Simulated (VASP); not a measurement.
Crystal: Cd2SnO3.

```xyz
6
Lattice="2.9058 -5.4740 0.0000 2.9058 5.4740 0.0000 0.0000 0.0000 3.3182" Properties=species:S:1:pos:R:3 pbc="T T T"
Cd    1.4529    2.7370    1.6591
Cd    1.4529   -2.7370    1.6591
Sn    2.9058    0.0000    0.0000
O     2.9058    2.2626    0.0000
O     2.9058   -2.2626    0.0000
O     0.0000    0.0000    1.6591
```

The cell was generated, and may not be a known phase.

| Quantity | Value |
| --- | --- |
| Program | VASP 6.6.1 |
| Task | relaxation of cell and atoms |
| Functional | PBE |
| Potentials or basis | VASP PAW PBE potentials, release 64 (Cd, Sn_d, O) |
| Cutoff | 600 eV |
| k mesh | 4 × 4 × 6 |
| Occupations | gaussian, width 0.1 eV |
| Spin | no spin polarisation |

At the start: pressure 0.4 GPa; volume 17.59 Å³/atom.

**Question.** How do energy, volume and symmetry change on relaxing?

**Answer.** Over 6 steps the energy falls by 2.1 meV/atom; space group Cmmm (No. 65, to 0.1 Å) before and after.

The path:
```csv
step,energy change (eV),largest force (eV/Å),pressure (GPa),volume (Å³)
1,0.0000,0.1808,0.35,105.56
2,-0.0097,0.0392,-0.29,106.15
3,-0.0103,0.0044,-0.47,106.33
4,-0.0122,0.0415,0.03,105.61
5,-0.0122,0.0453,0.09,105.54
6,-0.0125,0.0209,0.02,105.59
```

Final structure:
```
Cd Sn O
1.0
     2.88635   -5.43095    0.00000
     2.88635    5.43095    0.00000
     0.00000    0.00000    3.36781
Cd Sn O
2 1 3
Direct
  0.00000 0.50000 0.50000
  0.50000 0.00000 0.50000
  0.50000 0.50000 0.00000
  0.29435 0.70565 0.00000
  0.70565 0.29435 0.00000
  0.00000 0.00000 0.50000
```
